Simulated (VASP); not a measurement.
Wanted: the native input for a VASP 6.6.1 run.

```
Task                   : relaxation of cell and atoms
Functional             : PBE
Potentials or basis    : VASP PAW PBE potentials, release 64 (In_d, Cu)
Cutoff                 : 600 eV
k mesh                 : 4 × 4 × 4
Occupations            : gaussian, width 0.1 eV
Spin                   : no spin polarisation
Dipole correction      : no
Further INCAR settings : ALGO = Normal; EDIFF = 1e-06; IBRION = 2; EDIFFG = -0.04; NSW = 90; ISIF = 3
```

The structure of In3Cu lies in POSCAR:

```
In3Cu
1.0
    4.0870131800      0.0000000000      0.0000000000
    0.0000000000      4.0870131800      0.0000000000
    0.0000000000      0.0000000000      5.4185322700
In Cu
3 1
Direct
    0.5000000000      0.0000000000      0.5371416700
    0.0000000000      0.5000000000      0.5371416700
    0.0000000000      0.0000000000      0.2104428300
    0.0000000000      0.0000000000      0.6918496100
```

One way to write it, as run:

INCAR

```
SYSTEM = In3Cu
PREC = Accurate
ENCUT = 600
EDIFF = 1E-6
ISMEAR = 0
SIGMA = 0.1
LREAL = .False.
LASPH = .True.
NELM = 60
ALGO = Normal
ISIF = 3
LWAVE = .False.
LCHARG = .False.
GGA = PE
IBRION = 2
NSW = 90
EDIFFG = -0.04
```

KPOINTS

```
regular mesh
0
Gamma
  4 4 4
  0 0 0
```

Potentials or basis: VASP PAW PBE potentials, release 64 (In_d, Cu).

The run is started by

```sh
$ cat potpaw_PBE.64/In_d/POTCAR potpaw_PBE.64/Cu/POTCAR > POTCAR
$ mpirun -np 1 vasp_std > vasp.out
```

Results of the run:

```json
{
  "Relaxed volume": "33.22 Å³/atom",
  "Relaxed cell": "a = 5.079 Å, b = 5.079 Å, c = 5.150 Å, α = 90.00°, β = 90.00°, γ = 90.00°",
  "Space group after relaxing (to 0.05 Å)": "P4mm (No. 99)",
  "Energy gained by relaxing": "1040.3 meV/atom",
  "Ionic steps": "49",
  "Pressure after relaxing": "0.1 GPa",
  "Largest force after relaxing": "0.035 eV/Å",
  "Band gap on the k mesh": "zero (band 25 reaches 4.74 eV, above the bottom of band 26 at 2.63 eV)"
}
```

Caveat: the k points lie up to 0.31 Å⁻¹ apart in the final cell; the volume moved by over 15 % at a fixed basis, so the end points are rough; spin-orbit coupling is left out, which moves the levels of the heavy elements.

It took 19 min on 1 thread of Intel(R) Xeon(R) 6975P-C (Granite Rapids), with other jobs on the host, peak memory 0.29 GiB.
